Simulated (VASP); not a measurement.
# Al32AgO48 (a cell with a defect) (Ag interstitial hop between voids) in VASP: a series of runs, part 2 of 4

VASP 6.6.1.

**3. Single point, PBE**

Input file INCAR:

```
PREC = Accurate ; ENCUT = 520
EDIFF = 1E-6 ; ISMEAR = -1
SIGMA = 0.01 ; LREAL = Auto
LASPH = T ; NELM = 80
ALGO = Normal ; ISIF = 2
LWAVE = F ; LCHARG = F
GGA = PE ; NBANDS = 244
NELECT = 394.0
```

Input file KPOINTS:

```
Automatic mesh
0
Gamma
  1 1 1
```

Input file POSCAR:

```
Al32AgO48
1.0
    4.8078835200      2.7758328500      8.7484141900
   -4.8078835200      2.7758328500      8.7484141900
    0.0000000000     -5.5516656900      8.7484141900
Al O Ag
32 48 1
Direct
    0.3371084111      0.3331400587      0.3397108473
    0.4318092819      0.4316624945      0.4326620439
    0.0675333800      0.0678683650      0.0680162923
    0.1650958702      0.1573337580      0.1668225516
    0.3270058493      0.3197511598      0.8231962821
    0.4326144173      0.4360801515      0.9145808179
    0.0712328594      0.0698249234      0.5795815649
    0.1727715045      0.1779339726      0.6785326847
    0.3222413062      0.8207968661      0.3278490137
    0.4308125441      0.9195930554      0.4296978070
    0.0653362669      0.5853601510      0.0689661418
    0.1796087147      0.6783938892      0.1735209702
    0.3238039597      0.8262586710      0.8214540235
    0.4280653672      0.9250489107      0.9239709559
    0.0726652122      0.5743700839      0.5767552096
    0.1764358445      0.6742493548      0.6790755124
    0.8212468077      0.3265201128      0.3216148975
    0.9183453044      0.4295342374      0.4306215066
    0.5828048819      0.0680636193      0.0671578985
    0.6773134863      0.1728418549      0.1788830951
    0.8214740132      0.3242522081      0.8249688245
    0.9239337615      0.4268680166      0.9259223703
    0.5765200131      0.0718794426      0.5749287840
    0.6784645008      0.1765405941      0.6743046077
    0.8255937099      0.8215300929      0.3231462463
    0.9252178661      0.9230971165      0.4279583559
    0.5744172405      0.5756332357      0.0727167509
    0.6744194932      0.6781392954      0.1759521659
    0.8239929970      0.8241059846      0.8231608583
    0.9263900725      0.9276892419      0.9243439782
    0.5742899967      0.5750120566      0.5722668748
    0.6766340533      0.6768493800      0.6752915233
    0.2120729598      0.0164882922      0.3833085550
    0.4842110480      0.1145205291      0.2929700087
    0.0082413504      0.3895131728      0.2107821801
    0.3894819079      0.1983464057      0.0119978831
    0.1160413247      0.2869506612      0.4847759479
    0.2985853857      0.4926660501      0.1089395473
    0.2211850995      0.0270609229      0.8726630014
    0.4745867757      0.1230134611      0.7740834600
    0.0263461940      0.3762456742      0.7245719024
    0.3740747227      0.2244778432      0.5362027625
    0.1249618611      0.2736916141      0.9679523551
    0.2786409205      0.4728462395      0.6286487150
    0.2249868528      0.5329116990      0.3759392766
    0.4730446475      0.6269344052      0.2789185446
    0.0263605308      0.8723185696      0.2215569946
    0.3770345293      0.7263462123      0.0253417089
    0.1237050517      0.7753592031      0.4742083514
    0.2741930224      0.9623228522      0.1273373530
    0.2242071353      0.5237692173      0.8804036609
    0.4725674525      0.6312647298      0.7716860684
    0.0293379668      0.8715902975      0.7244691223
    0.3752411605      0.7202423562      0.5301483448
    0.1236117570      0.7812620844      0.9694114836
    0.2768485075      0.9743160132      0.6224482170
    0.7246940634      0.0257965467      0.3764647490
    0.9654727899      0.1245281737      0.2759823211
    0.5346476838      0.3733232604      0.2266702364
    0.8719754140      0.2213311462      0.0269328104
    0.6273405255      0.2783969914      0.4736542439
    0.7747247794      0.4737254538      0.1234892466
    0.7269441774      0.0285273506      0.8696384937
    0.9699696622      0.1251486346      0.7796338402
    0.5297367028      0.3764147518      0.7204067131
    0.8780249504      0.2231065797      0.5251226415
    0.6211681840      0.2763586460      0.9745821080
    0.7750309121      0.4717753149      0.6279181090
    0.7184111722      0.5305653088      0.3759640014
    0.9760833416      0.6212269016      0.2758945200
    0.5260016494      0.8769969579      0.2237065879
    0.8701525281      0.7271018438      0.0274785420
    0.6292354041      0.7750066289      0.4704004419
    0.7796649598      0.9704422045      0.1237353658
    0.7195134816      0.5281492861      0.8754985329
    0.9721046825      0.6237202294      0.7809026459
    0.5288149236      0.8756516061      0.7194551158
    0.8762478361      0.7194289267      0.5282568392
    0.6247304090      0.7801753081      0.9715427696
    0.7805922422      0.9711979215      0.6240976264
    0.2527520721      0.2667551690      0.2296205058
```

Potentials or basis: VASP PAW PBE potentials, release 64 (Al, O, Ag).

Started as:

```sh
$ cat potpaw_PBE.64/Al/POTCAR potpaw_PBE.64/O/POTCAR potpaw_PBE.64/Ag/POTCAR > POTCAR
$ mpirun -np 1 vasp_gam > vasp.out
```

Run time: 8.5 min. Hardware: 1 thread of Oxide Virtual Turin-like, shared host; peak memory 0.92 GiB.

The run converged. Its results:

```yaml
Free_energy: -600.9494 eV
Largest_force: 0.023 eV/Å
```

Forces on the atoms (eV/Å):
```
Al  -0.001  0.002  0.011
Al   0.001 -0.002  0.011
Al   0.001 -0.001 -0.008
Al   0.000 -0.002 -0.011
Al   0.001 -0.002 -0.012
Al   0.001  0.004  0.005
Al   0.000 -0.001 -0.005
Al   0.003 -0.001  0.016
Al   0.003  0.002 -0.014
Al   0.002 -0.003  0.010
Al  -0.005  0.001 -0.009
Al  -0.002 -0.003  0.018
Al   0.002  0.002 -0.005
Al  -0.003 -0.002  0.012
Al   0.001  0.001 -0.011
Al  -0.001  0.000  0.006
Al   0.001 -0.003 -0.016
Al  -0.001 -0.005  0.008
Al   0.000  0.004 -0.015
Al   0.000  0.002  0.016
Al   0.001  0.003 -0.006
Al   0.004  0.000  0.007
Al  -0.004  0.000 -0.008
Al   0.001 -0.002  0.003
Al  -0.001  0.001 -0.006
Al  -0.003  0.003  0.009
Al   0.002 -0.004 -0.007
Al   0.004  0.003  0.005
Al  -0.001  0.000 -0.008
Al  -0.003 -0.001  0.005
Al   0.001 -0.001 -0.006
Al  -0.003  0.003  0.008
O   -0.008  0.014  0.007
O   -0.011 -0.001 -0.007
O    0.009  0.005  0.001
O   -0.006 -0.011  0.011
O    0.000  0.008 -0.006
O    0.011 -0.015 -0.013
O   -0.002  0.002 -0.004
O   -0.003 -0.003  0.003
O    0.001  0.002 -0.003
O    0.008 -0.008  0.001
O   -0.007  0.008  0.004
O    0.002 -0.003  0.001
O   -0.010 -0.001 -0.002
O   -0.002  0.000  0.003
O    0.000 -0.002 -0.002
O   -0.001 -0.003  0.000
O    0.000  0.001  0.002
O    0.010  0.005 -0.002
O    0.000  0.002  0.001
O   -0.001 -0.001  0.000
O    0.002  0.003  0.002
O    0.002 -0.003 -0.003
O    0.002  0.001  0.002
O   -0.001  0.001 -0.001
O   -0.005 -0.001 -0.003
O   -0.005 -0.007  0.000
O    0.006  0.011 -0.005
O   -0.001 -0.002 -0.001
O    0.001  0.001  0.003
O    0.005  0.001  0.001
O   -0.004  0.001  0.003
O   -0.004 -0.005  0.000
O    0.003  0.003 -0.001
O   -0.002  0.001  0.003
O   -0.001 -0.005 -0.002
O    0.003 -0.001  0.001
O    0.002  0.002  0.001
O    0.003  0.000 -0.005
O   -0.004 -0.003  0.004
O   -0.002 -0.006  0.000
O    0.003  0.006  0.000
O    0.000 -0.001  0.001
O   -0.003  0.001  0.000
O   -0.003 -0.007  0.000
O    0.004  0.004  0.000
O    0.002 -0.004 -0.001
O    0.000  0.005  0.002
O    0.006 -0.001 -0.001
Ag   0.000  0.008  0.003
```

Levels at points of the mesh, in eV from the Fermi level:
```csv
k point,band 193,band 194,band 195,band 196,band 197,band 198,band 199,band 200,band 201,band 202
"(0.00, 0.00, 0.00)",-1.95,-1.93,-1.89,-0.29,-0.25,3.53,5.29,5.32,6.24,6.30
```

Caveat: the k points lie up to 0.79 Å⁻¹ apart; the cell carries a net charge on a neutralising background, which shifts energy and pressure; the cell is charged against a uniform background, so pressure and absolute levels hang on convention.

(Part 2 of 4 ends here.)
